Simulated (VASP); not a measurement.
Write the native input for VASP 6.6.1 that does the following.

```yaml
Task: single point
Functional: PBE
Potentials_or_basis: VASP PAW PBE potentials, release 64 (Pb_d, S)
Cutoff: 520 eV
k_mesh: 8 × 8 × 8
Occupations: gaussian, width 0.02 eV
Spin: no spin polarisation
Dipole_correction: no
Further_INCAR_settings: ALGO = Normal; EDIFF = 1e-06; NBANDS = 17
```

The structure of PbS (Galena) lies in POSCAR:

```
PbS
1.0
    0.0000000000      2.9657500000      2.9657500000
    2.9657500000      0.0000000000      2.9657500000
    2.9657500000      2.9657500000      0.0000000000
Pb S
1 1
Direct
    0.0000000000      0.0000000000      0.0000000000
    0.5000000000      0.5000000000      0.5000000000
```

One way to write it, as run:

INCAR

```
ALGO = Normal
EDIFF = 1E-6
ENCUT = 520
GGA = PE
ISIF = 2
ISMEAR = 0
LASPH = T
LCHARG = T
LELF = T
LREAL = F
LVHAR = T
LWAVE = F
NBANDS = 17
NELM = 100
PREC = Accurate
SIGMA = 0.02
```

KPOINTS

```
k-points
0
Gamma
  8 8 8
```

Potentials or basis: VASP PAW PBE potentials, release 64 (Pb_d, S).

Command:

```bash
$ cat potpaw_PBE.64/Pb_d/POTCAR potpaw_PBE.64/S/POTCAR > POTCAR
$ mpirun -np 1 vasp_std > vasp.out
```

Results of the run:

```
Pressure               : 2.1 GPa
Band gap on the k mesh : 0.36 eV, direct
```

Caveat: spin-orbit coupling is left out, which moves the levels of the heavy elements.

Wall time 17 s on 1 thread of AMD EPYC 9R45 96-Core Processor (Zen 5) (shared host), peak memory 0.15 GiB.
